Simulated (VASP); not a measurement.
Write the native input for VASP 6.6.1 that does the following.

```yaml
Task: single point
Functional: PBEsol
Potentials_or_basis: VASP PAW PBE potentials, release 64 (Te, Pt)
Cutoff: 520 eV
k_mesh: 12 × 12 × 10
Occupations: gaussian, width 0.15 eV
Spin: no spin polarisation
Dipole_correction: no
Further_INCAR_settings: ALGO = Normal; EDIFF = 1e-06; NBANDS = 24
```

The structure of TePt lies in POSCAR:

```
TePt
1.0
    4.2754398042      0.0000000000      0.0000000000
   -2.1377199021      3.7026394828      0.0000000000
    0.0000000000      0.0000000000      5.0103200000
Te Pt
2 2
Direct
    0.3333333333      0.6666666667      0.2500000000
    0.6666666667      0.3333333333      0.7500000000
    0.0000000000      0.0000000000      0.0000000000
    0.0000000000      0.0000000000      0.5000000000
```

This cell differs from its parent crystal: strain +0.040 along x and y, -0.080 along z.

One way to write it, as run:

INCAR

```
  PREC = Accurate
  ENCUT = 520
  EDIFF = 1E-6
  ISMEAR = 0
  SIGMA = 0.15
  LREAL = F
  LASPH = T
  NELM = 60
  ALGO = Normal
  ISIF = 2
  LWAVE = F
  LCHARG = T
  GGA = PS
  LELF = T
  LVHAR = T
  NBANDS = 24
```

KPOINTS

```
Automatic mesh
0
Gamma
  12 12 10
```

Potentials or basis: VASP PAW PBE potentials, release 64 (Te, Pt).

The run is started by

```console
$ cat potpaw_PBE.64/Te/POTCAR potpaw_PBE.64/Pt/POTCAR > POTCAR
$ mpirun -np 1 vasp_std > vasp.out
```

It gave:

* Pressure: 15.7 GPa
* Band gap on the k mesh: zero (bands 16 and 17 overlap by 1.72 eV)

Caveat: the cell differs from its parent crystal (strain +0.040 along x and y, -0.080 along z); the stress differs along the axes, from 7 to 33 GPa; the PAW data sets were made with another functional, which shifts forces and pressure a little; spin-orbit coupling is left out, which moves the levels of the heavy elements.

Run time: 110 s on 1 thread of AMD EPYC 9R45 96-Core Processor (Zen 5), with other jobs on the host, peak memory 0.3 GiB.
